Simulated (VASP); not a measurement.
Input of a VASP 6.6.1 run:

File INCAR:

```
SYSTEM = Hg
PREC = Accurate ; ENCUT = 520
EDIFF = 1E-6 ; ISMEAR = 0
SIGMA = 0.1 ; LREAL = .False.
LASPH = .True. ; NELM = 80
ALGO = Normal ; ISIF = 2
LWAVE = .False. ; LCHARG = .True.
LELF = .True. ; LVHAR = .True.
NBANDS = 12
```

KPOINTS

```
regular mesh
0
Gamma
  8 8 8
  0 0 0
```

POSCAR

```
Hg
1.0
    0.0000000000      2.3919113801      2.3919113801
    2.3919113801      0.0000000000      2.3919113801
    2.3919113801      2.3919113801      0.0000000000
Hg
1
Direct
    0.0000000000      0.0000000000      0.0000000000
```

Potentials or basis: VASP PAW LDA potentials, release 64 (Hg).

Run with:

```sh
$ cat potpaw_LDA.64/Hg/POTCAR > POTCAR
$ mpirun -np 1 vasp_std > vasp.out
```

(1) Estimate the band gap on the k mesh.

(2) Estimate the pressure.

## Answers

(1) zero (band 6 reaches 1.29 eV, above the bottom of band 7 at 0.34 eV).

(2) -3.7 GPa.

Caveat: spin-orbit coupling is left out, which moves the levels of the heavy elements.
